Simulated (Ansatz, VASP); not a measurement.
## Two plane-wave programs on Sr

The input INCAR:

```
SYSTEM = Sr
PREC = Accurate
ENCUT = 520
EDIFF = 1E-6
ISMEAR = -1
SIGMA = 0.05
LREAL = .False.
LASPH = .True.
NELM = 100
ALGO = Normal
ISIF = 2
LWAVE = .False.
LCHARG = .False.
GGA = PE
NBANDS = 11
```

The input KPOINTS:

```
Automatic mesh
0
Gamma
  10 10 10
  0 0 0
```

Contents of POSCAR:

```
Sr
1.0
    3.3847803144      0.0000000000      0.0000000000
    0.0000000000      3.3847803144      0.0000000000
    0.0000000000      0.0000000000      3.3847803144
Sr
1
Direct
    0.0000000000      0.0000000000      0.0000000000
```

Input for Ansatz:

```yaml
crystal:
  lattice:
    - [3.3847803144, 0.0, 0.0]
    - [0.0, 3.3847803144, 0.0]
    - [0.0, 0.0, 3.3847803144]
  atoms:
    - { symbol: Sr, position: [0.0, 0.0, 0.0] }
kpoints:
  mp_grid: { grid: [10, 10, 10] }
scf:
  occupations: { method: fermi_dirac, width: 0.05 }
hamiltonian:
  xc: pbe
  pseudopotentials: { kind: paw, source: ansatz }
output:
  forces: true
  stress: true
  eigenvalues: true
  write_density: true
  write_potential: true
  elf: true
  volumetric_format: npy
```

Change from the starting cell: volume scaled by 0.68, PAW files, source ansatz.

Alike in both runs: task single point; functional PBE; k mesh 10 × 10 × 10; occupations fermi-dirac, width 0.05 eV; no spin polarisation.

|  | VASP | Ansatz |
| --- | --- | --- |
| version | VASP 6.6.1 | Ansatz 0.2.0 |
| potentials or method | VASP PAW PBE potentials, release 64 (Sr_sv) | PAW with other files of Ansatz's library (source ansatz), scalar-relativistic |
| plane-wave cutoff (eV) | 520 | 350 |
| valence electrons in the cell | 10 | 10 |

VASP gave:

* pressure (GPa): 5.4

What did Ansatz give for the same quantities?

Pressure (GPa): 5.3.
